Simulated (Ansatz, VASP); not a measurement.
## Two plane-wave programs on CdSe

INCAR

```
SYSTEM = CdSe
  ALGO = Normal
  EDIFF = 1E-6
  ENCUT = 520
  GGA = PE
  ISIF = 2
  ISMEAR = 0
  LASPH = .True.
  LCHARG = .True.
  LELF = .True.
  LREAL = .False.
  LVHAR = .True.
  LWAVE = .False.
  NBANDS = 66
  NELM = 80
  PREC = Accurate
  SIGMA = 0.1
```

The input KPOINTS:

```
k-points
0
Gamma
  2 2 2
  0 0 0
```

File POSCAR:

```
CdSe
1.0
    7.6165853000      0.0000000000      0.0000000000
    0.0000000000      7.6165853000      0.0000000000
    0.0000000000      0.0000000000      7.6165853000
Cd Se
6 6
Direct
    0.5000000000      0.0000000000      0.7500000000
    0.7500000000      0.5000000000      0.0000000000
    0.0000000000      0.7500000000      0.5000000000
    0.5000000000      0.0000000000      0.2500000000
    0.2500000000      0.5000000000      0.0000000000
    0.0000000000      0.2500000000      0.5000000000
    0.0000000000      0.5000000000      0.7500000000
    0.7500000000      0.0000000000      0.5000000000
    0.5000000000      0.7500000000      0.0000000000
    0.0000000000      0.5000000000      0.2500000000
    0.2500000000      0.0000000000      0.5000000000
    0.5000000000      0.2500000000      0.0000000000
```

Input for Ansatz:

```yaml
crystal:
  lattice:
    - [7.6165853, 0.0, 0.0]
    - [0.0, 7.6165853, 0.0]
    - [0.0, 0.0, 7.6165853]
  atoms:
    - { symbol: Cd, position: [0.5, 0.0, 0.75] }
    - { symbol: Cd, position: [0.75, 0.5, 0.0] }
    - { symbol: Cd, position: [0.0, 0.75, 0.5] }
    - { symbol: Cd, position: [0.5, 0.0, 0.25] }
    - { symbol: Cd, position: [0.25, 0.5, 0.0] }
    - { symbol: Cd, position: [0.0, 0.25, 0.5] }
    - { symbol: Se, position: [0.0, 0.5, 0.75] }
    - { symbol: Se, position: [0.75, 0.0, 0.5] }
    - { symbol: Se, position: [0.5, 0.75, 0.0] }
    - { symbol: Se, position: [0.0, 0.5, 0.25] }
    - { symbol: Se, position: [0.25, 0.0, 0.5] }
    - { symbol: Se, position: [0.5, 0.25, 0.0] }
basis:
  ecutwfc: 420
kpoints:
  mp_grid: { grid: [2, 2, 2] }
hamiltonian:
  xc: pbe
scf:
  occupations: { method: gaussian, width: 0.1 }
  lower_state_search: "off"
output:
  forces: true
  stress: true
  eigenvalues: true
```

Alike in both runs: task single point; functional PBE; k mesh 2 × 2 × 2; occupations gaussian, width 0.1 eV; no spin polarisation.

```csv
,VASP,Ansatz
version,VASP 6.6.1,Ansatz 0.2.0
potentials or method,"VASP PAW PBE potentials, release 64 (Cd, Se), cutoff 520 eV","scalar-relativistic, plane waves, PAW"
valence electrons in the cell,108,216
```

|  | VASP | Ansatz | Ansatz less VASP |
| --- | --- | --- | --- |
| gap on the k mesh at the Fermi level (eV) | 0.63 | 0.63 | +0.007 |
| least direct gap on the mesh (eV) | 0.63 | 0.63 | +0.007 |
| pressure (GPa) | 0.3 | 0.0 | -0.21 |

The functional is the same, so the differences come from potentials, cutoffs and numerics. VASP's potentials hold 108 valence electrons a cell and Ansatz's 216, so a difference there can come from the potentials and not from the codes.
